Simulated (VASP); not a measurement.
A run of VASP 6.6.1:

File POSCAR:

```
ZnSe
1.0
    4.1077020000      0.0000000000      0.0000000000
    0.0000000000      4.1077020000      0.0000000000
    0.0000000000      0.0000000000      6.0703500000
Zn Se
2 2
Direct
    0.0000000000      0.0000000000      0.0000000000
    0.5000000000      0.5000000000      0.0000000000
    0.0000000000      0.5000000000      0.2462800000
    0.5000000000      0.0000000000      0.7537200000
```

File INCAR.step1:

```
SYSTEM = ZnSe
PREC = Accurate ; ENCUT = 550
ISMEAR = 0 ; SIGMA = 0.01
LREAL = .FALSE. ; LASPH = .TRUE.
NELM = 120 ; NBANDS = 26
GGA = PE ; ALGO = Normal
EDIFF = 1E-5 ; LWAVE = .TRUE.
LCHARG = .FALSE. ; GGA_COMPAT = .FALSE.
```

The input INCAR.step2:

```
SYSTEM = ZnSe
PREC = Accurate ; ENCUT = 550
EDIFF = 1E-6 ; ISMEAR = 0
SIGMA = 0.01 ; LREAL = .FALSE.
LASPH = .TRUE. ; NELM = 120
ALGO = Normal ; ISIF = 2
LWAVE = .FALSE. ; LCHARG = .FALSE.
METAGGA = R2SCAN ; LMIXTAU = .TRUE.
NBANDS = 26 ; ISTART = 1
GGA_COMPAT = .FALSE.
```

Contents of KPOINTS:

```
regular mesh
0
G
  5 5 3
  0 0 0
```

Potentials or basis: VASP PAW PBE potentials, release 64 (Zn, Se).

Launch:

```sh
$ cat potpaw_PBE.64/Zn/POTCAR potpaw_PBE.64/Se/POTCAR > POTCAR
$ cp INCAR.step1 INCAR
$ mpirun -np 1 vasp_std > vasp.out
$ cp INCAR.step2 INCAR
$ mpirun -np 1 vasp_std > vasp.out
```

Hardware: 1 thread of Intel Xeon 8259CL, on a shared host.

How long does it take, and how much memory?

It took 4.4 min on 1 thread of Intel Xeon 8259CL, with other jobs on the host, peak memory 0.2 GiB. Counts: k points 12.
